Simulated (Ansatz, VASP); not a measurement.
P in VASP and in Ansatz

```
CELL_PARAMETERS angstrom
-4.15091 4.15091 4.15091
4.15091 -4.15091 4.15091
4.15091 4.15091 -4.15091
ATOMIC_POSITIONS crystal
P 0.19469 0.11835 0.68648
P 0.92365 0.30531 0.99178
P 0.50822 0.81352 0.93187
P 0.38165 0.57635 0.56813
P 0.30531 0.99178 0.92365
P 0.99178 0.92365 0.30531
P 0.57635 0.56813 0.38165
P 0.68648 0.19469 0.11835
P 0.56813 0.38165 0.57635
P 0.81352 0.93187 0.50822
P 0.11835 0.68648 0.19469
P 0.93187 0.50822 0.81352
```

Alike in both runs: functional PBE; k mesh 4 × 4 × 4; occupations gaussian, width 0.1 eV; no spin polarisation.

Ansatz relaxed the structure, and its values are those at the end. VASP's run is a single point on that final structure, the one shown.

```csv
,VASP,Ansatz
version,VASP 6.6.1,Ansatz 0.2.0
potentials or method,"VASP PAW PBE potentials, release 64 (P), cutoff 520 eV","scalar-relativistic, plane waves, PAW"
valence electrons in the cell,60,60
```

```csv
,VASP,Ansatz,Ansatz less VASP
gap on the k mesh at the Fermi level (eV),0.66,0.65,-0.007
least direct gap on the mesh (eV),0.91,0.89,-0.016
pressure (GPa),0.0,0.3,+0.28
rms of the force components (eV/Å),0.037,0.014,-0.0230
```
